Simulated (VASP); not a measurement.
# Zr (P6_3/mmc) in VASP: further runs, part 2 of 2

VASP 6.6.1. The steps go on from the part before.

### Step 3. Single point, PBE

Contents of INCAR:

```
SYSTEM = Zr
PREC     = Accurate       ! precision mode
ENCUT    = 500            ! plane-wave cutoff, eV
EDIFF    = 1E-6           ! SCF threshold, eV
ISMEAR   = 0              ! smearing method
SIGMA    = 0.1            ! smearing width, eV
LREAL    = .False.        ! projectors in reciprocal space
LASPH    = .True.         ! aspherical terms in the spheres
NELM     = 120            ! most SCF steps
ALGO     = Normal         ! electronic algorithm
ISIF     = 2              ! what is computed and relaxed
LWAVE    = .False.        ! write WAVECAR
LCHARG   = .False.        ! write CHGCAR
GGA      = PE             ! functional
NBANDS   = 19             ! bands
ISYM     = 0            
GGA_COMPAT= .False.
```

Contents of KPOINTS:

```
regular mesh
0
Gamma
  3 2 5
  0 0 0
```

Contents of POSCAR:

```
Zr
1.0
    3.2392314131      0.0000000000      0.0000000000
   -1.6196157065      2.8052566925      0.0000000000
    0.0000000000      0.0000000000      5.1722200000
Zr
2
Direct
    0.3333333333      0.6666666667      0.2500000000
    0.6666666667      0.3333333333      0.7500000000
```

Potentials or basis: VASP PAW PBE potentials, release 64 (Zr_sv).

Launch:

```bash
$ cat potpaw_PBE.64/Zr_sv/POTCAR > POTCAR
$ mpirun -np 1 vasp_std > vasp.out
```

OUTCAR:

```text
SYSTEM = Zr
   PREC = Accurate
   ENCUT = 500
   EDIFF = 1E-6
   ISMEAR = 0
   LREAL = .False.
   LASPH = .True.
   NELM = 120
   ISIF = 2
   GGA = PE
   ISYM = 0

 ion  position               nearest neighbor table
   1  0.333  0.667  0.250-   2 3.19   2 3.19   2 3.19   2 3.19   2 3.19   2 3.19
   2  0.667  0.333  0.750-   1 3.19   1 3.19   1 3.19   1 3.19   1 3.19   1 3.19

IMPORTANT INFORMATION: All symmetrisations will be switched off!
NOSYMM: (Re-)initialisation of all symmetry stuff for point group C_1.

----------------------------------------------------------------------------------------

                                     Primitive cell

  volume of cell :      46.9993

  direct lattice vectors                    reciprocal lattice vectors
     3.239231413  0.000000000  0.000000000     0.308715208  0.178236809  0.000000000
    -1.619615707  2.805256692  0.000000000     0.000000000  0.356473617  0.000000000
     0.000000000  0.000000000  5.172220000     0.000000000  0.000000000  0.193340577

  length of vectors
     3.239231413  3.239231413  5.172220000     0.356473617  0.356473617  0.193340577

  position of ions in fractional coordinates (direct lattice)
     0.333333333  0.666666667  0.250000000
     0.666666667  0.333333333  0.750000000

  ion indices of the primitive-cell ions
   primitive index   ion index
                 1           1
                 2           2

----------------------------------------------------------------------------------------

 KPOINTS: regular mesh

Automatic generation of k-mesh.
 Grid dimensions read from file:
 generate k-points for:    3    2    5

 Generating k-lattice:

  Cartesian coordinates                     Fractional coordinates (reciprocal lattice)
[... 85 lines left out ...]
   NUPDOWN=      -1.0000    fix difference up-down
   EMIN   =  10.00;   EMAX   =-10.00  energy-range for DOS
   EFERMI =   0.00;   METHOD = LEGACY
   ISMEAR =     0;   SIGMA  =   0.10  broadening in eV -4-tet -1-fermi 0-gaus
   EFERMI_NEDOS =   21; number of points for ismear=-14 and -15
   IALGO  =     38    algorithm
   IMIX   =      4    mixing-type and parameters
     AMIX     =   0.40;   BMIX     =  1.00
     AMIX_MAG =   1.60;   BMIX_MAG =  1.00
  volume/ion in A,a.u.               =      23.50       158.58
  Fermi-wavevector in a.u.,A,eV,Ry     =   1.308523  2.472750 23.296340  1.712233
  Thomas-Fermi vector in A             =   2.439184
   LORBIT       =      0    0 simple, 1 ext, 2 COOP (PROOUT), +10 PAW based schemes
   GGA     = PE    functional components
   LHFCALC =     F    Hartree Fock is set to
   AEXX    =    0.0000 exact exchange contribution
   IVDW    =     0    specifies the selected vdW correction
   LEPSILON=     F    determine dielectric tensor
   LRPA    =     F    only Hartree local field effects (RPA)
 non-spin polarized calculation
 Gauss-broadening in eV      SIGMA  =   0.10
  energy-cutoff  :      500.00
  volume of cell :       47.00
 maximum number of plane-waves:      1209
   NGX = 11   NGY = 11   NGZ = 19

 number of electron      24.0000001 magnetization

 Free energy of the ion-electron system (eV)
  ---------------------------------------------------
  ext. energy  EPLUGINS =         0.00000000
  ---------------------------------------------------
  free energy    TOTEN  =       -17.44387336 eV

  energy without entropy =      -17.42897530  energy(sigma->0) =      -17.43642433

 E-fermi :   9.1809     XC(G=0): -11.0316

 val. band max:        9.1605248503   @ k =   0.0000   0.0000   0.4000
 cond. band min:       9.1843093020   @ k =   0.3333   0.5000   0.2000
 fundamental gap:      0.0237844517
 Fermi energy:         9.1809392064

 k-point     1 :       0.0000    0.0000    0.0000
  band No.  band energies     occupation
      1     -39.9202      2.00000
      2     -39.7732      2.00000
      3     -18.3890      2.00000
      4     -17.6315      2.00000
      5     -17.5724      2.00000
      6     -17.4961      2.00000
[... 329 lines left out ...]
      6     -17.7855      2.00000
[... 11 lines left out ...]
     18      14.0934      0.00000
     19      14.7334      0.00000

------------------------ aborting loop because EDIFF is reached ----------------------------------------

  FORCE on cell =-STRESS in cart. coord.  units (eV):
  Direction    XX          YY          ZZ          XY          YZ          ZX
  --------------------------------------------------------------------------------------
  -------------------------------------------------------------------------------------
  Total       -1.7281784     -3.6375949      1.5573715      2.7809678     -0.0000022     -0.0000133
  in kB      -58.9125178   -124.0033271     53.0898184     94.8014466     -0.0000738     -0.0004531
  external PRESSURE =     -43.2753422 kB  Pullay stress =       0.0000000 kB

 VOLUME and BASIS-vectors are now :
 -----------------------------------------------------------------------------
  energy-cutoff  :      500.00
  volume of cell :       47.00
      direct lattice vectors                 reciprocal lattice vectors
     3.239231413  0.000000000  0.000000000     0.308715208  0.178236809  0.000000000
    -1.619615707  2.805256692  0.000000000     0.000000000  0.356473617  0.000000000
     0.000000000  0.000000000  5.172220000     0.000000000  0.000000000  0.193340577

 POSITION                                       TOTAL-FORCE (eV/Angst)
 -----------------------------------------------------------------------------------
     -0.00000      1.87017      1.29306         0.167942      0.516027      0.000002
      1.61962      0.93509      3.87917        -0.167942     -0.516027     -0.000002
 -----------------------------------------------------------------------------------
    total drift:                                0.000032      0.000054      0.000002

  FREE ENERGIE OF THE ION-ELECTRON SYSTEM (eV)
  ---------------------------------------------------
  free  energy   TOTEN  =       -17.4438733601 eV

  energy  without entropy=      -17.4289753028  energy(sigma->0) =      -17.43642433
```

OSZICAR:

```text
N       E                     dE             d eps       ncg     rms          rms(c)
DAV:   1     0.208702366423E+03    0.20870E+03   -0.13159E+04   608   0.122E+03
DAV:   2    -0.227324696087E+01   -0.21098E+03   -0.20713E+03   694   0.362E+02
DAV:   3    -0.177739461893E+02   -0.15501E+02   -0.15384E+02  1141   0.694E+01
DAV:   4    -0.181274496792E+02   -0.35350E+00   -0.35329E+00   711   0.115E+01
DAV:   5    -0.181388123912E+02   -0.11363E-01   -0.11360E-01   905   0.132E+00    0.148E+01
DAV:   6    -0.175503133655E+02    0.58850E+00   -0.93004E-01   664   0.724E+00    0.586E+00
DAV:   7    -0.174387838508E+02    0.11153E+00   -0.57533E-01   881   0.500E+00    0.109E+00
DAV:   8    -0.174437732541E+02   -0.49894E-02   -0.33230E-02   795   0.143E+00    0.178E-01
DAV:   9    -0.174438954658E+02   -0.12221E-03   -0.97854E-04   851   0.270E-01    0.293E-02
DAV:  10    -0.174438719686E+02    0.23497E-04   -0.30016E-05   790   0.444E-02    0.130E-02
DAV:  11    -0.174438732715E+02   -0.13029E-05   -0.37416E-06   659   0.193E-02    0.262E-03
DAV:  12    -0.174438733601E+02   -0.88645E-07   -0.54420E-07   385   0.769E-03
   1 F= -.17443873E+02 E0= -.17436424E+02  d E =-.148981E-01
```

stdout:

```text
POSCAR found type information on POSCAR Zr
 POSCAR found :  1 types and       2 ions
 scaLAPACK will be used
 LDA part: xc-table for (Slater+PW92), standard interpolation
 -----------------------------------------------------------------------------
|                                                                             |
|           W    W    AA    RRRRR   N    N  II  N    N   GGGG   !!!           |
|           W    W   A  A   R    R  NN   N  II  NN   N  G    G  !!!           |
|           W    W  A    A  R    R  N N  N  II  N N  N  G       !!!           |
|           W WW W  AAAAAA  RRRRR   N  N N  II  N  N N  G  GGG   !            |
|           WW  WW  A    A  R   R   N   NN  II  N   NN  G    G                |
|           W    W  A    A  R    R  N    N  II  N    N   GGGG   !!!           |
|                                                                             |
|     Your reciprocal lattice and k-lattice belong to different lattice       |
|     classes:                                                                |
|                                                                             |
|        The reciprocal lattice is hexagonal,                                 |
|        whereas your k-lattice is simple monoclinic.                         |
|                                                                             |
|     Results are often still useful ...                                      |
|                                                                             |
 -----------------------------------------------------------------------------

 POSCAR, INCAR and KPOINTS ok, starting setup
 FFT: planning ... GRIDC
 FFT: planning ... GRID_SOFT
 FFT: planning ... GRID
 WAVECAR not read
 entering main loop
```

It took 5.1 s on 1 thread of Intel Xeon 6975P-C (Granite Rapids), shared host; peak memory 0.15 GiB.

Results:

* Free energy: -17.4439 eV
* Pressure: -4.3 GPa
* Largest force: 0.543 eV/Å
* Band gap on the k mesh: zero (band 12 reaches 9.76 eV, above the bottom of band 13 at 8.90 eV)

Forces on the atoms (eV/Å):
```
Zr   0.168  0.516  0.000
Zr  -0.168 -0.516  0.000
```

Levels at points of the mesh, in eV from the Fermi level:
| k point | band 8 | band 9 | band 10 | band 11 | band 12 | band 13 | band 14 | band 15 | band 16 | band 17 |
| --- | --- | --- | --- | --- | --- | --- | --- | --- | --- | --- |
| (0.00, 0.00, 0.00) | -26.60 | -5.92 | -3.29 | 0.57 | 0.58 | 0.74 | 0.85 | 1.25 | 1.26 | 1.87 |
| (0.00, 0.50, 0.00) | -26.78 | -2.85 | -2.79 | -2.36 | -0.48 | 0.29 | 0.52 | 1.15 | 4.57 | 4.96 |

Caveat: the k points lie up to 1.12 Å⁻¹ apart.

### Step 4. Single point, PBEsol

Contents of INCAR:

```
  ALGO = Normal
  EDIFF = 1E-6
  ENCUT = 500
  GGA = PS
  GGA_COMPAT = False
  ISIF = 2
  ISMEAR = 0
  LASPH = True
  LCHARG = True
  LELF = True
  LREAL = False
  LVHAR = True
  LWAVE = False
  NBANDS = 19
  NELM = 120
  PREC = Accurate
  SIGMA = 0.1
```

Contents of KPOINTS:

```
k-points
0
Gamma
  6 6 4
```

POSCAR is that of step 3.

Launch:

```bash
$ cat potpaw_PBE.64/Zr_sv/POTCAR > POTCAR
$ mpirun -np 1 vasp_std > vasp.out
```

It took 6.3 s on 1 thread of Intel Xeon 6975P-C (Granite Rapids), shared host; peak memory 0.16 GiB.

The run converged. Its results:

```yaml
Free_energy: -18.1333 eV
Pressure: -4.3 GPa
Band_gap_on_the_k_mesh: zero (band 12 reaches 9.63 eV, above the bottom of band 13 at 8.73 eV)
```

Stress tensor (GPa, compression positive):
```
-4.46  0.00  0.00
 0.00 -4.46  0.00
 0.00  0.00 -3.85
```

Levels at points of the mesh, in eV from the Fermi level:
| k point | band 8 | band 9 | band 10 | band 11 | band 12 | band 13 | band 14 | band 15 | band 16 | band 17 |
| --- | --- | --- | --- | --- | --- | --- | --- | --- | --- | --- |
| (0.00, 0.00, 0.00) | -26.34 | -5.71 | -3.07 | 0.82 | 0.82 | 0.93 | 1.08 | 1.50 | 1.50 | 2.08 |
| (0.50, 0.00, 0.00) | -26.45 | -2.58 | -2.56 | -2.17 | -0.27 | 0.49 | 0.70 | 1.38 | 4.83 | 5.20 |
| (0.00, 0.00, 0.50) | -26.41 | -4.01 | -4.01 | -0.02 | -0.02 | 0.72 | 0.72 | 0.72 | 0.72 | 3.86 |
| (0.50, 0.00, 0.50) | -26.57 | -2.90 | -2.90 | -1.10 | -1.10 | 1.55 | 1.55 | 2.14 | 2.14 | 5.06 |

Caveat: the k points lie up to 0.37 Å⁻¹ apart; the PAW data sets were made with another functional, which shifts forces and pressure a little.

### Step 5. Summary

| level | k mesh | gap on the mesh (eV) | pressure (GPa) | largest force (eV/Å) |
| --- | --- | --- | --- | --- |
| PBE | 4 × 7 × 1 | none | 0.2 | 0.08 |
| PBE | 3 × 2 × 5 | none | -4.3 | 0.54 |
| PBEsol | 6 × 6 × 4 | none | -4.3 | - |

Alike in all rows: task single point; potentials or basis VASP PAW PBE potentials, release 64 (Zr_sv); no spin polarisation; cell as given; cutoff (eV) 500; smearing gaussian 0.1 eV.

Caveats: all runs use coarse meshes; the PAW data sets were made with another functional, which shifts forces and pressure a little (some runs).

Absolute energies hang on the potentials; compare differences alone.
